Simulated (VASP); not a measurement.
# SnO2 (Pnnm) in VASP: a series of runs

SnO2 is run at these levels: LDA; tasks: single point.

Program: VASP 6.6.1. These are calculated values, not measurements. Logs are shortened: lines on timing, memory, paths and dates and some standing lists are left out, and cuts for length are marked.

## (1) The cell of the first run

The structure is orthorhombic, space group Pnnm (No. 58). Conventional cell: a = 4.882 Å, b = 4.883 Å, c = 3.298 Å, α = 90.00°, β = 90.00°, γ = 90.00°. Sn (site symmetry 2/m) has 6 O at 2.07 to 2.20 Å within 2.7 Å. O (site symmetry m) has 3 Sn at 2.07 to 2.20 Å and 1 O at 2.51 Å within 2.7 Å.

## (2) Single point, LDA (atoms shifted along a free coordinate)

File INCAR:

```
PREC     = Accurate       # precision mode
ENCUT    = 520            # plane-wave cutoff, eV
EDIFF    = 1E-7           # SCF threshold, eV
ISMEAR   = 0              # smearing method
SIGMA    = 0.05           # smearing width, eV
LREAL    = F              # projectors in reciprocal space
LASPH    = T              # aspherical terms in the spheres
NELM     = 100            # most SCF steps
ALGO     = Normal         # electronic algorithm
ISIF     = 2              # what is computed and relaxed
LWAVE    = F              # write WAVECAR
LCHARG   = T              # write CHGCAR
LELF     = T              # ELF
LVHAR    = T            
NBANDS   = 35             # bands
```

File KPOINTS:

```
regular mesh
0
Gamma
  6 6 8
```

File POSCAR:

```
SnO2
1.0
    4.8820573695      0.0000000000      0.0000000000
    0.0000000000      4.8826571076      0.0000000000
    0.0000000000      0.0000000000      3.2983446198
Sn O
2 4
Direct
    0.5000000000      0.5000000000      0.5000000000
    0.0000000000      0.0000000000      0.0000000000
    0.3059833077      0.3321134587      0.0000000000
    0.8059833077      0.1678865413      0.5000000000
    0.1940166923      0.8321134587      0.5000000000
    0.6940166923      0.6678865413      0.0000000000
```

Potentials or basis: VASP PAW LDA potentials, release 64 (Sn_d, O).

Started as:

```console
$ cat potpaw_LDA.64/Sn_d/POTCAR potpaw_LDA.64/O/POTCAR > POTCAR
$ mpirun -np 1 vasp_std > vasp.out
```

OUTCAR:

```text
PREC = Accurate
   ENCUT = 520
   EDIFF = 1E-7
   ISMEAR = 0
   LREAL = F
   LASPH = T
   NELM = 100
   ISIF = 2

 ion  position               nearest neighbor table
   1  0.500  0.500  0.500-   6 2.07   6 2.07   3 2.07   3 2.07   5 2.20   4 2.20
   2  0.000  0.000  0.000-   4 2.07   4 2.07   5 2.07   5 2.07   3 2.20   6 2.20
   3  0.306  0.332  0.000-   1 2.07   1 2.07   2 2.20
   4  0.806  0.168  0.500-   2 2.07   2 2.07   1 2.20
   5  0.194  0.832  0.500-   2 2.07   2 2.07   1 2.20
   6  0.694  0.668  0.000-   1 2.07   1 2.07   2 2.20

  LATTYP: Found a simple orthorhombic cell.
 ALAT       =     3.2983446198
 B/A-ratio  =     1.4801538142
 C/A-ratio  =     1.4803356442

  Lattice vectors:

 A1 = (   0.0000000000,   0.0000000000,   3.2983446198)
 A2 = (   4.8820573695,   0.0000000000,   0.0000000000)
 A3 = (   0.0000000000,   4.8826571076,   0.0000000000)

Analysis of symmetry for initial positions (statically):
=====================================================================
 Subroutine PRICEL returns:
 Original cell was already a primitive cell.

 Routine SETGRP: Setting up the symmetry group for a
 simple orthorhombic supercell.

 Subroutine GETGRP returns: Found  8 space group operations
 (whereof  4 operations were pure point group operations)
 out of a pool of  8 trial point group operations.

The static configuration has the point symmetry C_2h.
 The point group associated with its full space group is D_2h.

Analysis of symmetry for dynamics (positions and initial velocities):
=====================================================================
 Subroutine PRICEL returns:
 Original cell was already a primitive cell.

 Routine SETGRP: Setting up the symmetry group for a
 simple orthorhombic supercell.

 Subroutine GETGRP returns: Found  8 space group operations
 (whereof  4 operations were pure point group operations)
 out of a pool of  8 trial point group operations.

The dynamic configuration has the point symmetry C_2h.
 The point group associated with its full space group is D_2h.

 Subroutine INISYM returns: Found  8 space group operations
 (whereof  4 operations are pure point group operations),
 and found     1 'primitive' translations

----------------------------------------------------------------------------------------

                                     Primitive cell

  volume of cell :      78.6240

  direct lattice vectors                    reciprocal lattice vectors
     4.882057370  0.000000000  0.000000000     0.204831677  0.000000000  0.000000000
     0.000000000  4.882657108  0.000000000     0.000000000  0.204806518  0.000000000
     0.000000000  0.000000000  3.298344620     0.000000000  0.000000000  0.303182389

  length of vectors
     4.882057370  4.882657108  3.298344620     0.204831677  0.204806518  0.303182389

  position of ions in fractional coordinates (direct lattice)
     0.500000000  0.500000000  0.500000000
     0.000000000  0.000000000  0.000000000
     0.305983308  0.332113459  0.000000000
     0.805983308  0.167886541  0.500000000
     0.194016692  0.832113459  0.500000000
     0.694016692  0.667886541  0.000000000

  ion indices of the primitive-cell ions
   primitive index   ion index
                 1           1
                 2           2
                 3           3
                 4           4
                 5           5
                 6           6

----------------------------------------------------------------------------------------

 KPOINTS: regular mesh

Automatic generation of k-mesh.
 Grid dimensions read from file:
 generate k-points for:    6    6    8

 Generating k-lattice:

  Cartesian coordinates                     Fractional coordinates (reciprocal lattice)
     0.034138613  0.000000000  0.000000000     0.166666667  0.000000000  0.000000000
     0.000000000  0.034134420  0.000000000     0.000000000  0.166666667  0.000000000
     0.000000000  0.000000000  0.037897799     0.000000000  0.000000000  0.125000000

  Length of vectors
     0.034138613  0.034134420  0.037897799

  Shift w.r.t. Gamma in fractional coordinates (k-lattice)
     0.000000000  0.000000000  0.000000000

 Subroutine IBZKPT returns following result:
 ===========================================

 Found     80 irreducible k-points:

 Following reciprocal coordinates:
            Coordinates               Weight
  0.000000  0.000000  0.000000      1.000000
  0.166667  0.000000  0.000000      2.000000
  0.333333  0.000000  0.000000      2.000000
  0.500000  0.000000  0.000000      1.000000
  0.000000  0.166667  0.000000      2.000000
  0.166667  0.166667  0.000000      4.000000
[... 16 lines left out ...]
  0.333333  0.166667  0.125000      8.000000
  0.500000  0.166667  0.125000      4.000000
 [... further k-points ...]
   k-points           NKPTS =     80   k-points in BZ     NKDIM =     80   number of bands    NBANDS=     35
   number of dos      NEDOS =    301   number of ions     NIONS =      6
   total plane-waves  NPLWV =  36288
   dimension x,y,z NGX =    36 NGY =   36 NGZ =   28
   dimension x,y,z NGXF=    72 NGYF=   72 NGZF=   56
   ions per type =               2   4
   NGX,Y,Z   is equivalent  to a cutoff of  12.26, 12.26, 14.11 a.u.
   NGXF,Y,Z  is equivalent  to a cutoff of  24.52, 24.51, 28.23 a.u.
 SYSTEM =  unknown system
   PREC   = accura    normal or accurate (medium, high low for compatibility)
   ISTART =      0    job   : 0-new  1-cont  2-samecut
   ICHARG =      2    charge: 1-file 2-atom 10-const
   ISPIN  =      1    spin polarized calculation?
   LNONCOLLINEAR =      F non collinear calculations
   LSORBIT =      F    spin-orbit coupling
   LASPH  =      T    aspherical Exc in radial PAW
   ENCUT  =  520.0 eV  38.22 Ry    6.18 a.u.   9.08  9.08  6.13*2*pi/ulx,y,z
   NELM   =    100;   NELMIN=  2; NELMDL= -5     # of ELM steps
   EDIFF  = 0.1E-06   stopping-criterion for ELM
   LREAL  =      F    real-space projection
   EDIFFG = 0.1E-05   stopping-criterion for IOM
   NSW    =      0    number of steps for IOM
   IBRION =     -1    ionic relax: 0-MD 1-quasi-New 2-CG
   NFREE  =      0    steps in history (QN), initial steepest desc. (CG)
   ISIF   =      2    stress and relaxation
   ISYM   =      2    0-nonsym 1-usesym 2-fastsym
   POTIM  = 0.5000    time-step for ionic-motion
   TEBEG  =    0.0;   TEEND  =   0.0 temperature during run
   PSTRESS=    0.0 pullay stress
   NELECT =      52.0000    total number of electrons
   NUPDOWN=      -1.0000    fix difference up-down
   EMIN   =  10.00;   EMAX   =-10.00  energy-range for DOS
   EFERMI =   0.00;   METHOD = LEGACY
   ISMEAR =     0;   SIGMA  =   0.05  broadening in eV -4-tet -1-fermi 0-gaus
   EFERMI_NEDOS =   21; number of points for ismear=-14 and -15
   IALGO  =     38    algorithm
   IMIX   =      4    mixing-type and parameters
     AMIX     =   0.40;   BMIX     =  1.00
     AMIX_MAG =   1.60;   BMIX_MAG =  1.00
  volume/ion in A,a.u.               =      13.10        88.43
  Fermi-wavevector in a.u.,A,eV,Ry     =   1.426344  2.695399 27.680465  2.034457
  Thomas-Fermi vector in A             =   2.546631
   LORBIT       =      0    0 simple, 1 ext, 2 COOP (PROOUT), +10 PAW based schemes
   GGA     = CA    functional components
   LHFCALC =     F    Hartree Fock is set to
   AEXX    =    0.0000 exact exchange contribution
   IVDW    =     0    specifies the selected vdW correction
   LEPSILON=     F    determine dielectric tensor
   LRPA    =     F    only Hartree local field effects (RPA)
 non-spin polarized calculation
 Gauss-broadening in eV      SIGMA  =   0.05
  energy-cutoff  :      520.00
  volume of cell :       78.62
 maximum number of plane-waves:      2144
   NGX = 19   NGY = 19   NGZ = 13

 number of electron      52.0000000 magnetization

 Free energy of the ion-electron system (eV)
  ---------------------------------------------------
  ext. energy  EPLUGINS =         0.00000000
  ---------------------------------------------------
  free energy    TOTEN  =       -41.70088801 eV

  energy without entropy =      -41.70088801  energy(sigma->0) =      -41.70088801

 E-fermi :   4.9455     XC(G=0): -11.2937

 val. band max:        4.6852972202   @ k =   0.0000   0.0000   0.0000
 cond. band min:       5.1428234821   @ k =   0.0000   0.0000   0.0000
 fundamental gap:      0.4575262620
 Fermi energy:         4.9454531617

 k-point     1 :       0.0000    0.0000    0.0000
  band No.  band energies     occupation
      1     -16.0843      2.00000
      2     -15.6208      2.00000
      3     -15.3396      2.00000
      4     -15.3353      2.00000
      5     -15.3275      2.00000
      6     -15.2494      2.00000
[... 27 lines left out ...]
     34      15.2793      0.00000
     35      16.0382      0.00000

 k-point     2 :       0.1667    0.0000    0.0000
  band No.  band energies     occupation
      1     -16.0550      2.00000
      2     -15.6483      2.00000
      3     -15.3384      2.00000
      4     -15.3346      2.00000
      5     -15.3259      2.00000
      6     -15.2459      2.00000
[... 27 lines left out ...]
     34      15.7189      0.00000
     35      16.0786      0.00000

 k-point     3 :       0.3333    0.0000    0.0000
  band No.  band energies     occupation
      1     -15.9724      2.00000
      2     -15.7322      2.00000
      3     -15.3359      2.00000
      4     -15.3336      2.00000
      5     -15.3203      2.00000
      6     -15.2826      2.00000
[... 27 lines left out ...]
     34      16.2660      0.00000
     35      16.4521      0.00000
[... 723 lines left out ...]
 k-point    23 :       0.3333    0.1667    0.1250
  band No.  band energies     occupation
      1     -15.8989      2.00000
      2     -15.6954      2.00000
      3     -15.4487      2.00000
      4     -15.4468      2.00000
      5     -15.2925      2.00000
      6     -15.2620      2.00000
[... 27 lines left out ...]
     34      16.2488      0.00000
     35      16.7284      0.00000

 k-point    24 :       0.5000    0.1667    0.1250
  band No.  band energies     occupation
      1     -15.8027      2.00000
      2     -15.8027      2.00000
      3     -15.4481      2.00000
      4     -15.4481      2.00000
      5     -15.2787      2.00000
      6     -15.2787      2.00000
[... 27 lines left out ...]
     34      16.2983      0.00000
     35      16.6292      0.00000

 [... further k-points ...]
[... 5 lines left out ...]
  --------------------------------------------------------------------------------------
  -------------------------------------------------------------------------------------
  Total       -5.2083855     -5.8379997     -7.9553935      0.0000000      0.0000000      0.0000000
  in kB     -106.1349874   -118.9650850   -162.1127286      0.0000000      0.0000000      0.0000000
  external PRESSURE =    -129.0709337 kB  Pullay stress =       0.0000000 kB

 VOLUME and BASIS-vectors are now :
 -----------------------------------------------------------------------------
  energy-cutoff  :      520.00
  volume of cell :       78.62
      direct lattice vectors                 reciprocal lattice vectors
     4.882057370  0.000000000  0.000000000     0.204831677  0.000000000  0.000000000
     0.000000000  4.882657108  0.000000000     0.000000000  0.204806518  0.000000000
     0.000000000  0.000000000  3.298344620     0.000000000  0.000000000  0.303182389

 POSITION                                       TOTAL-FORCE (eV/Angst)
 -----------------------------------------------------------------------------------
      2.44103      2.44133      1.64917         0.000000      0.000000      0.000000
      0.00000      0.00000      0.00000         0.000000      0.000000      0.000000
      1.49383      1.62160      0.00000        -0.862753     -0.973873      0.000000
      3.93486      0.81973      1.64917        -0.862753      0.973873      0.000000
      0.94720      4.06292      1.64917         0.862753     -0.973873      0.000000
      3.38823      3.26106      0.00000         0.862753      0.973873      0.000000
 -----------------------------------------------------------------------------------
    total drift:                                0.000000     -0.000000     -0.000000

  FREE ENERGIE OF THE ION-ELECTRON SYSTEM (eV)
  ---------------------------------------------------
  free  energy   TOTEN  =       -41.7008880082 eV

  energy  without entropy=      -41.7008880081  energy(sigma->0) =      -41.70088801
```

It took 4.4 min on 1 thread of Intel Xeon 8259CL, shared host; peak memory 0.28 GiB.

Results:

```
Free energy            : -41.7009 eV
Pressure               : -12.9 GPa
Largest force          : 1.301 eV/Å
Band gap on the k mesh : 0.46 eV
```

Forces in eV/Å, atoms in the order of the input:
```
Sn   0.000  0.000  0.000
Sn   0.000  0.000  0.000
O   -0.863 -0.974  0.000
O   -0.863  0.974  0.000
O    0.863 -0.974  0.000
O    0.863  0.974  0.000
```

Caveat: the cell differs from its parent crystal (atoms shifted along a free coordinate); the stress differs along the axes, from -16 to -11 GPa; semilocal functionals underestimate gaps, and a narrow one can read as zero; spin-orbit coupling is left out, which moves the levels of the heavy elements; forces of over 1 eV/Å act on the atoms, so gaps and moduli don't describe the material at rest.

## (3) Single point, LDA

File INCAR:

```
PREC = Accurate
ENCUT = 520
EDIFF = 1E-6
ISMEAR = 0
SIGMA = 0.05
LREAL = F
LASPH = T
NELM = 100
ALGO = Normal
ISIF = 2
LWAVE = F
LCHARG = F
GGA = CA
NBANDS = 35
```

File KPOINTS:

```
Automatic mesh
0
Gamma
  6 6 8
```

File POSCAR:

```
SnO2
1.0
    4.8820573695      0.0000000000      0.0000000000
    0.0000000000      4.8826571076      0.0000000000
    0.0000000000      0.0000000000      3.2983446198
Sn O
2 4
Direct
    0.5000000000      0.5000000000      0.5000000000
    0.0000000000      0.0000000000      0.0000000000
    0.3059833077      0.3061758397      0.0000000000
    0.8059833077      0.1938241603      0.5000000000
    0.1940166923      0.8061758397      0.5000000000
    0.6940166923      0.6938241603      0.0000000000
```

Potentials or basis: VASP PAW LDA potentials, release 64 (Sn_d, O).

Started as:

```console
$ cat potpaw_LDA.64/Sn_d/POTCAR potpaw_LDA.64/O/POTCAR > POTCAR
$ mpirun -np 1 vasp_std > vasp.out
```

Wall time 4.6 min (1 thread of Intel Xeon 8259CL, shared host); peak memory 0.28 GiB.

The run converged. Its results:

```
Free energy            : -41.8949 eV
Pressure               : -16.2 GPa
Largest force          : 0.274 eV/Å
Band gap on the k mesh : 0.10 eV
```

Forces on the atoms (eV/Å):
```
Sn   0.000  0.000  0.000
Sn   0.000  0.000  0.000
O    0.195  0.193  0.000
O    0.195 -0.193  0.000
O   -0.195  0.193  0.000
O   -0.195 -0.193  0.000
```

Stress tensor (GPa, compression positive):
```
-14.76   0.00   0.00
  0.00 -14.76   0.00
  0.00   0.00 -19.19
```

Levels at points of the mesh, in eV from the valence-band top:
```tsv
k point	band 23	band 24	band 25	band 26	band 27	band 28	band 29	band 30
(0.00, 0.00, 0.00)	-1.33	-0.73	-0.73	0.00	0.10	5.06	5.54	5.54
(0.50, 0.00, 0.00)	-1.27	-1.27	-0.59	-0.59	3.34	3.34	6.27	6.27
(0.00, 0.50, 0.00)	-1.27	-1.27	-0.59	-0.59	3.34	3.34	6.27	6.27
(0.50, 0.50, 0.00)	-1.40	-1.40	-0.82	-0.82	3.69	3.69	6.62	6.62
(0.00, 0.00, 0.50)	-1.48	-1.48	-1.14	-1.14	4.94	4.94	8.80	8.80
(0.50, 0.00, 0.50)	-0.97	-0.97	-0.79	-0.79	5.19	5.19	7.08	7.08
(0.00, 0.50, 0.50)	-0.98	-0.98	-0.79	-0.79	5.19	5.19	7.07	7.07
(0.50, 0.50, 0.50)	-0.89	-0.89	-0.74	-0.74	3.75	3.75	8.13	8.13
```

Caveat: the cell stands under tension; semilocal functionals underestimate gaps, and a narrow one can read as zero; spin-orbit coupling is left out, which moves the levels of the heavy elements.

## (4) Single point, LDA (atoms shifted along a free coordinate)

File INCAR:

```
ALGO = Normal ; EDIFF = 1E-6
ENCUT = 520 ; GGA = CA
ISIF = 2 ; ISMEAR = 0
LASPH = T ; LCHARG = F
LREAL = F ; LWAVE = F
NBANDS = 35 ; NELM = 80
PREC = Accurate ; SIGMA = 0.05
```

File KPOINTS:

```
k-points
0
Gamma
  6 6 8
```

File POSCAR:

```
SnO2
1.0
    4.8820573695      0.0000000000      0.0000000000
    0.0000000000      4.8826571076      0.0000000000
    0.0000000000      0.0000000000      3.2983446198
Sn O
2 4
Direct
    0.5000000000      0.5000000000      0.5000000000
    0.0000000000      0.0000000000      0.0000000000
    0.3059833077      0.2932176170      0.0000000000
    0.8059833077      0.2067823830      0.5000000000
    0.1940166923      0.7932176170      0.5000000000
    0.6940166923      0.7067823830      0.0000000000
```

Started as:

```console
$ cat potpaw_LDA.64/Sn_d/POTCAR potpaw_LDA.64/O/POTCAR > POTCAR
$ mpirun -np 1 vasp_std > vasp.out
```

Wall time 5 min (1 thread of Intel Xeon 8259CL, shared host); peak memory 0.28 GiB.

Results (log left out):

```
Free energy            : -41.7776 eV
Pressure               : -16.7 GPa
Largest force          : 0.968 eV/Å
Band gap on the k mesh : 0.19 eV (least direct gap 0.20 eV)
```

Forces on the atoms (eV/Å):
```
Sn   0.000  0.000  0.000
Sn   0.000  0.000  0.000
O    0.637  0.729  0.000
O    0.637 -0.729  0.000
O   -0.637  0.729  0.000
O   -0.637 -0.729  0.000
```

Stress tensor (GPa, compression positive):
```
-14.87   0.00   0.00
  0.00 -15.93   0.00
  0.00   0.00 -19.42
```

Levels at points of the mesh, in eV from the valence-band top:
```tsv
k point	band 22	band 23	band 24	band 25	band 26	band 27	band 28	band 29	band 30	band 31
(0.00, 0.00, 0.00)	-1.24	-1.21	-0.64	-0.61	-0.01	0.19	5.38	5.58	5.59	9.08
(0.50, 0.00, 0.00)	-1.93	-1.16	-1.16	-0.49	-0.49	3.46	3.46	6.56	6.56	10.02
(0.00, 0.50, 0.00)	-1.87	-1.15	-1.15	-0.42	-0.42	3.39	3.39	6.38	6.38	10.12
(0.50, 0.50, 0.00)	-1.93	-1.30	-1.30	-0.72	-0.72	3.92	3.92	6.78	6.78	10.17
(0.00, 0.00, 0.50)	-2.74	-1.40	-1.40	-1.01	-1.01	4.90	4.90	8.69	8.69	9.65
(0.50, 0.00, 0.50)	-1.59	-0.91	-0.91	-0.65	-0.65	5.13	5.13	7.03	7.03	9.90
(0.00, 0.50, 0.50)	-1.68	-0.83	-0.83	-0.73	-0.73	5.17	5.17	7.11	7.11	9.75
(0.50, 0.50, 0.50)	-2.15	-0.72	-0.72	-0.63	-0.63	3.51	3.51	8.45	8.45	9.72
```

Caveat: the cell differs from its parent crystal (atoms shifted along a free coordinate); the cell stands under tension; semilocal functionals underestimate gaps, and a narrow one can read as zero; spin-orbit coupling is left out, which moves the levels of the heavy elements. A k mesh can miss the band edges.

(Part 1 of 2 ends here.)
